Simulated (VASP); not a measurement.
# RbBr (R-3m) in VASP: a series of runs

Aim: see how the results for RbBr move with the level of theory and the settings. Levels: PBE, r2SCAN, HSE06. Tasks: single point.

All numbers are computed with VASP 6.6.1; they aren't measurements. Logs are shortened: lines on timing, memory, paths and dates and some standing lists are left out, and cuts for length are marked.

### Step 1. The cell of the first run

Symmetry: R-3m, No. 166, trigonal system. Conventional cell: a = 5.613 Å, b = 5.613 Å, c = 7.546 Å, α = 90.00°, β = 90.00°, γ = 120.00°. Within 4.6 Å of Rb (site symmetry -3m) lie 8 Br at 3.48 to 3.77 Å and 6 Rb at 4.10 Å. Br (site symmetry -3m) has 8 Rb at 3.48 to 3.77 Å and 6 Br at 4.10 Å within 4.6 Å.

### Step 2. Single point, PBE (epitaxial 111 strain -3.9%)

Contents of INCAR:

```
PREC = Accurate
ENCUT = 520
EDIFF = 1E-6
ISMEAR = -1
SIGMA = 0.02
LREAL = False
LASPH = True
NELM = 100
ALGO = Normal
ISIF = 2
LWAVE = False
LCHARG = False
GGA = PE
NBANDS = 15
```

Contents of KPOINTS:

```
Automatic mesh
0
Gamma
  6 6 6
```

Contents of POSCAR:

```
RbBr
1.0
    4.0982043437      0.1292028931      0.1292028931
    0.1292028931      4.0982043437      0.1292028931
    0.1292028931      0.1292028931      4.0982043437
Rb Br
1 1
Direct
    0.0000000000      0.0000000000      0.0000000000
    0.5000000000      0.5000000000      0.5000000000
```

Potentials or basis: VASP PAW PBE potentials, release 64 (Rb_sv, Br).

Launch:

```console
$ cat potpaw_PBE.64/Rb_sv/POTCAR potpaw_PBE.64/Br/POTCAR > POTCAR
$ mpirun -np 1 vasp_std > vasp.out
```

OUTCAR:

```text
PREC = Accurate
   ENCUT = 520
   EDIFF = 1E-6
   ISMEAR = -1
   LREAL = False
   LASPH = True
   NELM = 100
   ISIF = 2
   GGA = PE

 ion  position               nearest neighbor table
   1  0.000  0.000  0.000-   2 3.48   2 3.48   2 3.48   2 3.48   2 3.48   2 3.48   2 3.77   2 3.77

   2  0.500  0.500  0.500-   1 3.48   1 3.48   1 3.48   1 3.48   1 3.48   1 3.48   1 3.77   1 3.77

  LATTYP: Found a trigonal (rhomboedric) cell.
 ALAT       =     4.1022756633
 COS(alpha) =     0.0639202850

  Lattice vectors:

 A1 = (   4.0982043437,   0.1292028931,   0.1292028931)
 A2 = (   0.1292028931,   4.0982043437,   0.1292028931)
 A3 = (   0.1292028931,   0.1292028931,   4.0982043437)

Analysis of symmetry for initial positions (statically):
=====================================================================
 Subroutine PRICEL returns:
 Original cell was already a primitive cell.

 Routine SETGRP: Setting up the symmetry group for a
 trigonal (rhombohedral) supercell.

 Subroutine GETGRP returns: Found 12 space group operations
 (whereof 12 operations were pure point group operations)
 out of a pool of 12 trial point group operations.

The static configuration has the point symmetry D_3d.

Analysis of symmetry for dynamics (positions and initial velocities):
=====================================================================
 Subroutine PRICEL returns:
 Original cell was already a primitive cell.

 Routine SETGRP: Setting up the symmetry group for a
 trigonal (rhombohedral) supercell.

 Subroutine GETGRP returns: Found 12 space group operations
 (whereof 12 operations were pure point group operations)
 out of a pool of 12 trial point group operations.

The dynamic configuration has the point symmetry D_3d.

 Subroutine INISYM returns: Found 12 space group operations
 (whereof 12 operations are pure point group operations),
 and found     1 'primitive' translations

----------------------------------------------------------------------------------------

                                     Primitive cell

  volume of cell :      68.6296

  direct lattice vectors                    reciprocal lattice vectors
     4.098204344  0.129202893  0.129202893     0.244480448 -0.007472093 -0.007472093
     0.129202893  4.098204344  0.129202893    -0.007472093  0.244480448 -0.007472093
     0.129202893  0.129202893  4.098204344    -0.007472093 -0.007472093  0.244480448

  length of vectors
     4.102275663  4.102275663  4.102275663     0.244708712  0.244708712  0.244708712
[... 91 lines left out ...]
   PSTRESS=    0.0 pullay stress
   NELECT =      16.0000    total number of electrons
   NUPDOWN=      -1.0000    fix difference up-down
   EMIN   =  10.00;   EMAX   =-10.00  energy-range for DOS
   EFERMI =   0.00;   METHOD = LEGACY
   ISMEAR =    -1;   SIGMA  =   0.02  broadening in eV -4-tet -1-fermi 0-gaus
   EFERMI_NEDOS =   21; number of points for ismear=-14 and -15
   IALGO  =     38    algorithm
   IMIX   =      4    mixing-type and parameters
     AMIX     =   0.40;   BMIX     =  1.00
     AMIX_MAG =   1.60;   BMIX_MAG =  1.00
  volume/ion in A,a.u.               =      34.31       231.57
  Fermi-wavevector in a.u.,A,eV,Ry     =   1.007576  1.904042 13.812759  1.015209
  Thomas-Fermi vector in A             =   2.140389
   LORBIT       =      0    0 simple, 1 ext, 2 COOP (PROOUT), +10 PAW based schemes
   GGA     = PE    functional components
   LHFCALC =     F    Hartree Fock is set to
   AEXX    =    0.0000 exact exchange contribution
   IVDW    =     0    specifies the selected vdW correction
   LEPSILON=     F    determine dielectric tensor
   LRPA    =     F    only Hartree local field effects (RPA)
 non-spin polarized calculation
  energy-cutoff  :      520.00
  volume of cell :       68.63
 maximum number of plane-waves:      1881
 NGX is ok and might be reduce to    32
   NGX = 15   NGY = 15   NGZ = 15

 number of electron      16.0000001 magnetization

 Free energy of the ion-electron system (eV)
  ---------------------------------------------------
  ext. energy  EPLUGINS =         0.00000000
  ---------------------------------------------------
  free energy    TOTEN  =        -5.97096967 eV

  energy without entropy =       -5.97096967  energy(sigma->0) =       -5.97096967

 E-fermi :  -0.1764     XC(G=0):  -8.0214

 val. band max:       -0.5694116164   @ k =   0.5000   0.5000   0.0000
 cond. band min:       3.6061718935   @ k =   0.0000   0.0000   0.0000
 fundamental gap:      4.1755835099
 Fermi energy:        -0.1764207480

 k-point     1 :       0.0000    0.0000    0.0000
  band No.  band energies     occupation
      1     -25.6026      2.00000
      2     -13.2182      2.00000
      3      -9.5951      2.00000
      4      -9.5951      2.00000
      5      -9.5750      2.00000
      6      -0.7391      2.00000
      7      -0.7391      2.00000
      8      -0.6650      2.00000
      9       3.6062      0.00000
     10       5.0256      0.00000
     11       5.0256      0.00000
     12       9.0981      0.00000
     13       9.0981      0.00000
     14       9.9012      0.00000
[... 401 lines left out ...]
      2     -13.0395      2.00000
      3      -9.8846      2.00000
      4      -9.7992      2.00000
      5      -9.5985      2.00000
      6      -1.7745      2.00000
      7      -1.5051      2.00000
      8      -0.9699      2.00000
      9       5.6536      0.00000
     10       6.6106      0.00000
     11       7.2735      0.00000
     12       7.8006      0.00000
     13       8.8800      0.00000
     14       9.5430      0.00000
     15      11.3656      0.00000

 [... further k-points ...]

------------------------ aborting loop because EDIFF is reached ----------------------------------------

  FORCE on cell =-STRESS in cart. coord.  units (eV):
  Direction    XX          YY          ZZ          XY          YZ          ZX
  --------------------------------------------------------------------------------------
  -------------------------------------------------------------------------------------
  Total        0.6413324      0.6413324      0.6413324     -0.1268294     -0.1268294     -0.1268294
  in kB       14.9720941     14.9720941     14.9720941     -2.9608694     -2.9608694     -2.9608694
  external PRESSURE =      14.9720941 kB  Pullay stress =       0.0000000 kB

 VOLUME and BASIS-vectors are now :
 -----------------------------------------------------------------------------
  energy-cutoff  :      520.00
  volume of cell :       68.63
      direct lattice vectors                 reciprocal lattice vectors
     4.098204344  0.129202893  0.129202893     0.244480448 -0.007472093 -0.007472093
     0.129202893  4.098204344  0.129202893    -0.007472093  0.244480448 -0.007472093
     0.129202893  0.129202893  4.098204344    -0.007472093 -0.007472093  0.244480448

 POSITION                                       TOTAL-FORCE (eV/Angst)
 -----------------------------------------------------------------------------------
      0.00000      0.00000      0.00000         0.000000     -0.000000      0.000000
      2.17831      2.17831      2.17831        -0.000000      0.000000     -0.000000
 -----------------------------------------------------------------------------------
    total drift:                               -0.000000      0.000000     -0.000000

  FREE ENERGIE OF THE ION-ELECTRON SYSTEM (eV)
  ---------------------------------------------------
  free  energy   TOTEN  =        -5.9709696689 eV

  energy  without entropy=       -5.9709696688  energy(sigma->0) =       -5.97096967
```

OSZICAR:

```text
N       E                     dE             d eps       ncg     rms          rms(c)
DAV:   1     0.792847566170E+02    0.79285E+02   -0.68132E+03   960   0.930E+02
DAV:   2    -0.126219059729E+01   -0.80547E+02   -0.75028E+02  1327   0.168E+02
DAV:   3    -0.606757632205E+01   -0.48054E+01   -0.47849E+01  1234   0.418E+01
DAV:   4    -0.619892086435E+01   -0.13134E+00   -0.13133E+00  1416   0.621E+00
DAV:   5    -0.619994183941E+01   -0.10210E-02   -0.10210E-02  1284   0.519E-01    0.280E+00
DAV:   6    -0.599969847843E+01    0.20024E+00   -0.17854E-01  1247   0.231E+00    0.190E+00
DAV:   7    -0.596776832937E+01    0.31930E-01   -0.10440E-01  1233   0.185E+00    0.946E-01
DAV:   8    -0.597096404335E+01   -0.31957E-02   -0.12848E-02  1130   0.693E-01    0.139E-01
DAV:   9    -0.597084057092E+01    0.12347E-03   -0.46220E-04  1352   0.121E-01    0.606E-02
DAV:  10    -0.597096890382E+01   -0.12833E-03   -0.23705E-04  1017   0.100E-01    0.107E-02
DAV:  11    -0.597096966885E+01   -0.76504E-06   -0.77368E-06  1333   0.182E-02
   1 F= -.59709697E+01 E0= -.59709697E+01  d E =-.411958E-10
```

stdout:

```text
POSCAR found type information on POSCAR RbBr
 POSCAR found :  2 types and       2 ions
 scaLAPACK will be used
 LDA part: xc-table for (Slater+PW92), standard interpolation
 POSCAR, INCAR and KPOINTS ok, starting setup
 FFT: planning ... GRIDC
 FFT: planning ... GRID_SOFT
 FFT: planning ... GRID
 WAVECAR not read
 entering main loop
```

Run time: 11 s. Hardware: 1 thread of Intel Xeon 6975P-C (Granite Rapids), shared host; peak memory 0.18 GiB.

What came out:

- Free energy: -5.9710 eV
- Pressure: 1.5 GPa
- Band gap on the k mesh: 4.18 eV, indirect (least direct gap 4.27 eV)

Stress tensor (GPa, compression positive):
```
 1.50 -0.30 -0.30
-0.30  1.50 -0.30
-0.30 -0.30  1.50
```

Caveat: the cell differs from its parent crystal (epitaxial 111 strain -3.9%). A k mesh can miss the band edges.

### Step 3. Single point, r2SCAN (epitaxial 111 strain -3.9%)

POSCAR is that of step 2.

Contents of INCAR.step1:

```
SYSTEM = RbBr
ALGO = Normal ; EDIFF = 1E-4
ENCUT = 520 ; GGA = PE
ISMEAR = 0 ; LASPH = .TRUE.
LCHARG = .FALSE. ; LREAL = .FALSE.
LWAVE = .TRUE. ; NBANDS = 15
NELM = 100 ; PREC = Accurate
SIGMA = 0.01
```

Contents of INCAR.step2:

```
SYSTEM = RbBr
ALGO = Normal ; EDIFF = 1E-6
ENCUT = 520 ; ISIF = 2
ISMEAR = 0 ; ISTART = 1
LASPH = .TRUE. ; LCHARG = .FALSE.
LMIXTAU = .TRUE. ; LREAL = .FALSE.
LWAVE = .FALSE. ; METAGGA = R2SCAN
NBANDS = 15 ; NELM = 100
PREC = Accurate ; SIGMA = 0.01
```

Contents of KPOINTS:

```
k-points
0
G
  6 6 6
  0 0 0
```

Potentials or basis: VASP PAW PBE potentials, release 64 (Rb_sv, Br).

Launch:

```console
$ cat potpaw_PBE.64/Rb_sv/POTCAR potpaw_PBE.64/Br/POTCAR > POTCAR
$ cp INCAR.step1 INCAR
$ mpirun -np 1 vasp_std > vasp.out
$ cp INCAR.step2 INCAR
$ mpirun -np 1 vasp_std > vasp.out
```

Run time: 38 s. Hardware: 1 thread of Intel Xeon 6975P-C (Granite Rapids), shared host; peak memory 0.19 GiB.

It converged, with:

| Property | Result |
| --- | --- |
| Free energy | -31.0912 eV |
| Pressure | 0.7 GPa |
| Band gap on the k mesh | 4.93 eV, indirect (least direct gap 5.03 eV) |

Stress tensor (GPa, compression positive):
```
 0.73 -0.35 -0.35
-0.35  0.73 -0.35
-0.35 -0.35  0.73
```

Levels at points of the mesh, in eV from the valence-band top:
```tsv
k point	band 5	band 6	band 7	band 8	band 9	band 10	band 11	band 12
(0.00, 0.00, 0.00)	-9.25	-0.17	-0.17	-0.10	4.93	6.13	6.13	10.45
(0.50, 0.00, 0.00)	-9.19	-1.75	-0.34	-0.15	7.54	7.90	8.41	9.40
(0.50, 0.50, 0.00)	-9.17	-1.12	-1.01	0.00	5.94	6.96	8.76	8.77
(0.50, 0.50, 0.50)	-9.46	-1.42	-1.37	-1.37	8.43	9.31	9.31	9.73
```

Caveat: the cell differs from its parent crystal (epitaxial 111 strain -3.9%); the PAW data sets were made with another functional, which shifts forces and pressure a little. A k mesh can miss the band edges.

### Step 4. Single point, HSE06 (epitaxial 111 strain -3.9%)

POSCAR is that of step 3.

Contents of INCAR.step1:

```
SYSTEM = RbBr
  ALGO = Normal
  EDIFF = 1E-5
  ENCUT = 520
  GGA = PE
  ISIF = 2
  ISMEAR = 0
  LASPH = .TRUE.
  LREAL = .FALSE.
  LWAVE = .TRUE.
  NBANDS = 15
  NELM = 80
  PREC = Accurate
  SIGMA = 0.01
```

Contents of INCAR.step2:

```
SYSTEM = RbBr
  ALGO = Normal
  EDIFF = 1E-7
  ENCUT = 520
  GGA = PE
  HFSCREEN = 0.2079
  ISIF = 2
  ISMEAR = 0
  ISTART = 1
  LASPH = .TRUE.
  LCHARG = .TRUE.
  LELF = .TRUE.
  LHFCALC = .TRUE.
  LREAL = .FALSE.
  LVHAR = .TRUE.
  LWAVE = .FALSE.
  NBANDS = 15
  NELM = 80
  PREC = Accurate
  PRECFOCK = Normal
  SIGMA = 0.01
```

Contents of KPOINTS:

```
k-points
0
G
  4 4 4
  0 0 0
```

Launch:

```console
$ cat potpaw_PBE.64/Rb_sv/POTCAR potpaw_PBE.64/Br/POTCAR > POTCAR
$ cp INCAR.step1 INCAR
$ mpirun -np 1 vasp_std > vasp.out
$ cp INCAR.step2 INCAR
$ mpirun -np 1 vasp_std > vasp.out
```

It took 4.6 min on 1 thread of Intel Xeon 6975P-C (Granite Rapids), shared host; peak memory 0.29 GiB.

It converged, with:

```
Free energy            : -6.9459 eV
Pressure               : 1.1 GPa
Band gap on the k mesh : 5.36 eV, indirect (least direct gap 5.47 eV)
```

Stress tensor (GPa, compression positive):
```
 1.14 -0.28 -0.28
-0.28  1.14 -0.28
-0.28 -0.28  1.14
```

Levels at points of the mesh, in eV from the valence-band top:
| k point | band 4 | band 5 | band 6 | band 7 | band 8 | band 9 | band 10 | band 11 | band 12 | band 13 |
| --- | --- | --- | --- | --- | --- | --- | --- | --- | --- | --- |
| (0.00, 0.00, 0.00) | -9.59 | -9.56 | -0.18 | -0.18 | -0.10 | 5.36 | 6.78 | 6.78 | 11.12 | 11.12 |
| (0.50, 0.00, 0.00) | -9.52 | -9.50 | -1.86 | -0.36 | -0.16 | 8.26 | 8.41 | 9.02 | 9.97 | 11.23 |
| (0.50, 0.50, 0.00) | -9.91 | -9.49 | -1.19 | -1.07 | 0.00 | 6.51 | 7.51 | 9.38 | 9.39 | 12.09 |
| (0.50, 0.50, 0.50) | -9.79 | -9.79 | -1.50 | -1.45 | -1.45 | 9.01 | 9.89 | 9.89 | 10.39 | 11.29 |

Caveat: the cell differs from its parent crystal (epitaxial 111 strain -3.9%); the PAW data sets were made with another functional, which shifts forces and pressure a little.

### Step 5. Summary

```tsv
level	k mesh	smearing	grid for exact exchange (PRECFOCK)	screening parameter	gap on the mesh (eV)	pressure (GPa)
PBE	6 × 6 × 6	fermi-dirac 0.02 eV	-	-	4.18	1.5
r2SCAN	6 × 6 × 6	gaussian 0.01 eV	-	-	4.93	0.7
HSE06	4 × 4 × 4	gaussian 0.01 eV	Normal	0.2079 1/Å	5.36	1.1
```

Alike in all rows: task single point; potentials or basis VASP PAW PBE potentials, release 64 (Rb_sv, Br); no spin polarisation; cell as given; cutoff (eV) 520.

Caveats: the PAW data sets were made with another functional, which shifts forces and pressure a little (some runs).

Total energies depend on the potentials used, so only differences within one code and one set of settings carry meaning.
